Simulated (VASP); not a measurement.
Crystal: MgBe3.

```
Mg Be
1.0
     2.10384    1.21466    3.66376
    -2.10384    1.21466    3.66376
     0.00000   -2.42931    3.66376
Mg Be
1 3
Cartesian
  0.0000 0.0000 4.9712
  0.7889 0.4555 2.7478
  -0.7889 0.4555 2.7478
  0.0000 -0.9110 2.7478
```

| Item | Value |
| --- | --- |
| Program | VASP 6.6.1 |
| Task | relaxation of cell and atoms |
| Functional | PBE |
| Potentials or basis | VASP PAW PBE potentials, release 64 (Mg, Be) |
| Cutoff | 600 eV |
| k mesh | 6 × 6 × 6 |
| Occupations | gaussian, width 0.1 eV |
| Spin | no spin polarisation |

At the start: pressure 24.8 GPa; volume 14.04 Å³/atom.

Where does the relaxation end?

Over 19 steps the energy falls by 1037.3 meV/atom and the volume is 15.45 Å³/atom (+10.0 %); space group R3m (No. 160, to 0.05 Å).

Step by step:
| step | energy change (eV) | largest force (eV/Å) | pressure (GPa) | volume (Å³) |
| --- | --- | --- | --- | --- |
| 1 | 0.0000 | 10.5072 | 24.82 | 56.18 |
| 2 | -2.6663 | 2.4262 | -4.71 | 75.70 |
| 3 | -3.8093 | 0.2274 | -3.83 | 65.77 |
| 4 | -3.8110 | 0.2964 | -3.66 | 65.57 |
| 5 | -3.8114 | 0.3720 | -3.48 | 65.36 |
| 6 | -3.9171 | 0.1522 | -1.25 | 62.51 |
| 7 | -3.9380 | 0.3894 | 0.31 | 60.93 |
| 8 | -3.9388 | 0.4461 | 0.66 | 60.60 |
| 9 | -3.9751 | 0.4314 | 0.72 | 60.59 |
| 10 | -4.0792 | 0.2776 | 0.99 | 60.44 |
| 11 | -4.0516 | 0.7784 | 2.87 | 59.64 |
| 12 | -4.1308 | 0.2020 | 1.26 | 60.23 |
| 13 | -4.1330 | 0.3840 | 1.72 | 60.04 |
| 14 | -4.1364 | 0.3025 | 1.51 | 60.12 |
| 15 | -4.1343 | 0.3283 | -0.25 | 62.36 |
| 16 | -4.1474 | 0.0341 | 0.60 | 61.19 |
| 17 | -4.1492 | 0.0439 | -0.12 | 61.90 |
| 18 | -4.1493 | 0.0421 | 0.01 | 61.77 |
| 19 | -4.1494 | 0.0176 | -0.02 | 61.81 |

Final structure:
```cif
data_structure
_symmetry_space_group_name_H-M 'P 1'
_symmetry_Int_Tables_number 1
_cell_length_a 4.8874
_cell_length_b 4.8874
_cell_length_c 4.8874
_cell_angle_alpha 49.382
_cell_angle_beta 49.382
_cell_angle_gamma 49.382
_cell_volume 61.81
loop_
_atom_site_label
_atom_site_type_symbol
_atom_site_fract_x
_atom_site_fract_y
_atom_site_fract_z
_atom_site_occupancy
Mg1 Mg 0.44283 0.44283 0.44283 1
Be1 Be 0.58527 0.08709 0.08709 1
Be2 Be 0.08709 0.58527 0.08709 1
Be3 Be 0.08709 0.08709 0.58527 1
```
